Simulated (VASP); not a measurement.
# SiB6 (Pm-3m) in VASP: notebook, part 2 of 2

VASP 6.6.1. The steps go on from the part before.

## (3) Electric field gradients, r2SCAN

POSCAR reads:

```
SiB6
1.0
    4.1300000000      0.0000000000      0.0000000000
    0.0000000000      4.1300000000      0.0000000000
    0.0000000000      0.0000000000      4.1300000000
Si B
1 6
Direct
    0.0000000000      0.0000000000      0.0000000000
    0.2001603885      0.5000000000      0.5000000000
    0.5000000000      0.2001603885      0.5000000000
    0.7998396115      0.5000000000      0.5000000000
    0.5000000000      0.7998396115      0.5000000000
    0.5000000000      0.5000000000      0.2001603885
    0.5000000000      0.5000000000      0.7998396115
```

INCAR.step1 reads:

```
ALGO     = Normal         # electronic algorithm
EDIFF    = 1E-4           # SCF threshold, eV
ENCUT    = 520            # plane-wave cutoff, eV
GGA      = PE             # functional
ISMEAR   = -1             # smearing method
LASPH    = True           # aspherical terms in the spheres
LCHARG   = False          # write CHGCAR
LREAL    = False          # projectors in reciprocal space
LWAVE    = True           # write WAVECAR
NBANDS   = 20             # bands
NELM     = 100            # most SCF steps
PREC     = Accurate       # precision mode
SIGMA    = 0.05           # smearing width, eV
```

INCAR.step2 reads:

```
ALGO     = Normal         # electronic algorithm
EDIFF    = 1E-8           # SCF threshold, eV
ENCUT    = 520            # plane-wave cutoff, eV
ISIF     = 2              # what is computed and relaxed
ISMEAR   = -1             # smearing method
ISTART   = 1            
LASPH    = True           # aspherical terms in the spheres
LCHARG   = False          # write CHGCAR
LEFG     = True         
LMIXTAU  = True         
LREAL    = False          # projectors in reciprocal space
LWAVE    = False          # write WAVECAR
METAGGA  = R2SCAN         # meta-GGA
NBANDS   = 20             # bands
NELM     = 100            # most SCF steps
PREC     = Accurate       # precision mode
SIGMA    = 0.05           # smearing width, eV
```

KPOINTS reads:

```
k-points
0
Gamma
  7 7 7
```

Potentials or basis: VASP PAW PBE potentials, release 64 (Si, B).

Command:

```sh
> cat potpaw_PBE.64/Si/POTCAR potpaw_PBE.64/B/POTCAR > POTCAR
> cp INCAR.step1 INCAR
> mpirun -np 1 vasp_std > vasp.out
> cp INCAR.step2 INCAR
> mpirun -np 1 vasp_std > vasp.out
```

OUTCAR:

```text
EDIFF = 1E-8
   ENCUT = 520
   ISIF = 2
   ISMEAR = -1
   ISTART = 1
   LASPH = True
   LREAL = False
   METAGGA = R2SCAN
   NELM = 100
   PREC = Accurate

 ion  position               nearest neighbor table
   1  0.000  0.000  0.000-
   2  0.200  0.500  0.500-   4 1.65   3 1.75   5 1.75   6 1.75   7 1.75
   3  0.500  0.200  0.500-   5 1.65   4 1.75   2 1.75   6 1.75   7 1.75
   4  0.800  0.500  0.500-   2 1.65   3 1.75   5 1.75   6 1.75   7 1.75
   5  0.500  0.800  0.500-   3 1.65   2 1.75   4 1.75   6 1.75   7 1.75
   6  0.500  0.500  0.200-   7 1.65   3 1.75   4 1.75   5 1.75   2 1.75
   7  0.500  0.500  0.800-   6 1.65   3 1.75   4 1.75   5 1.75   2 1.75

  LATTYP: Found a simple cubic cell.
 ALAT       =     4.1300000000

  Lattice vectors:

 A1 = (   4.1300000000,   0.0000000000,   0.0000000000)
 A2 = (   0.0000000000,   4.1300000000,   0.0000000000)
 A3 = (   0.0000000000,   0.0000000000,   4.1300000000)

Analysis of symmetry for initial positions (statically):
=====================================================================
 Subroutine PRICEL returns:
 Original cell was already a primitive cell.
[... 671 lines left out ...]
    total drift:                                0.000000     -0.000000     -0.000000

  FREE ENERGIE OF THE ION-ELECTRON SYSTEM (eV)
  ---------------------------------------------------
  free  energy   TOTEN  =       -49.2618810261 eV

  energy  without entropy=      -49.2589651173  energy(sigma->0) =      -49.26042307

 Electric field gradients (V/A^2)
---------------------------------------------------------------------
 ion       V_xx      V_yy      V_zz      V_xy      V_xz      V_yz
---------------------------------------------------------------------
   1      -0.000    -0.000     0.000    -0.000    -0.000    -0.000
   2     -19.778     9.889     9.889     0.000     0.000     0.000
   3       9.889   -19.778     9.889     0.000     0.000    -0.000
   4     -19.778     9.889     9.889     0.000     0.000    -0.000
   5       9.889   -19.778     9.889     0.000     0.000    -0.000
   6       9.889     9.889   -19.778    -0.000    -0.000    -0.000
   7       9.889     9.889   -19.778    -0.000     0.000     0.000
---------------------------------------------------------------------

 Electric field gradients after diagonalization (V/A^2)
 (convention: |V_zz| > |V_xx| > |V_yy|)
----------------------------------------------------------------------
 ion       V_xx      V_yy      V_zz     asymmetry (V_yy - V_xx)/ V_zz
----------------------------------------------------------------------
   1      -0.000    -0.000     0.000       0.040
   2       9.889     9.889   -19.778       0.000
   3       9.889     9.889   -19.778       0.000
   4       9.889     9.889   -19.778       0.000
   5       9.889     9.889   -19.778       0.000
   6       9.889     9.889   -19.778       0.000
   7       9.889     9.889   -19.778       0.000
----------------------------------------------------------------------

           NMR quadrupolar parameters

 Cq : quadrupolar parameter    Cq=e*Q*V_zz/h
 eta: asymmetry parameters     (V_yy - V_xx)/ V_zz
 Q  : nuclear electric quadrupole moment in mb (millibarn)
----------------------------------------------------------------------
 ion       Cq(MHz)       eta       Q (mb)
----------------------------------------------------------------------
   1       0.000       0.040       1.000
   2      -0.048       0.000       1.000
   3      -0.048       0.000       1.000
   4      -0.048       0.000       1.000
   5      -0.048       0.000       1.000
   6      -0.048       0.000       1.000
   7      -0.048       0.000       1.000
----------------------------------------------------------------------
```

OSZICAR.step1:

```text
N       E                     dE             d eps       ncg     rms          rms(c)
DAV:   1     0.391924137953E+02    0.39192E+02   -0.96318E+03   800   0.944E+02
DAV:   2    -0.472615334359E+02   -0.86454E+02   -0.82582E+02  1044   0.180E+02
DAV:   3    -0.505619889216E+02   -0.33005E+01   -0.32767E+01  1020   0.330E+01
DAV:   4    -0.505840359903E+02   -0.22047E-01   -0.22034E-01  1020   0.290E+00
DAV:   5    -0.505842369553E+02   -0.20096E-03   -0.20095E-03  1004   0.279E-01    0.102E+01
DAV:   6    -0.432901973029E+02    0.72940E+01   -0.86830E+00   884   0.159E+01    0.485E+00
DAV:   7    -0.425173264247E+02    0.77287E+00   -0.59379E+00   984   0.113E+01    0.182E+00
DAV:   8    -0.424976723734E+02    0.19654E-01   -0.11337E+00   904   0.535E+00    0.134E+00
DAV:   9    -0.424636335849E+02    0.34039E-01   -0.84799E-02   948   0.156E+00    0.355E-01
DAV:  10    -0.424631988777E+02    0.43471E-03   -0.30802E-02   944   0.830E-01    0.187E-01
DAV:  11    -0.424623240747E+02    0.87480E-03   -0.49498E-03   944   0.371E-01    0.580E-02
DAV:  12    -0.424623114112E+02    0.12664E-04   -0.35397E-04   980   0.955E-02
   1 F= -.42462311E+02 E0= -.42460537E+02  d E =-.354944E-02
```

Run time: 2.1 min. Hardware: 1 thread of AMD EPYC 7R13, shared host; peak memory 0.18 GiB.

Results:

| Quantity | Value |
| --- | --- |
| Free energy | -49.2619 eV |
| Pressure | 0.1 GPa |
| Largest force | 0.022 eV/Å |
| Band gap on the k mesh | 0.15 eV, indirect (least direct gap 0.89 eV) |

Forces on the atoms (eV/Å):
```
Si   0.000  0.000  0.000
B    0.022  0.000  0.000
B    0.000  0.022  0.000
B   -0.022  0.000  0.000
B    0.000 -0.022  0.000
B    0.000  0.000  0.022
B    0.000  0.000 -0.022
```

Electric field gradients, principal values (V/Å²):
```
atom  least  middle  greatest (by size)
1 Si  0.000   0.000               0.000
 2 B  9.889   9.889             -19.778
 3 B  9.889   9.889             -19.778
 4 B  9.889   9.889             -19.778
 5 B  9.889   9.889             -19.778
 6 B  9.889   9.889             -19.778
 7 B  9.889   9.889             -19.778
```

Caveat: without QUAD_EFG the Cq values of the log hold for a quadrupole moment of 1 mb, not for the nuclei; the PAW data sets were made with another functional, which shifts forces and pressure a little. A k mesh can miss the band edges.
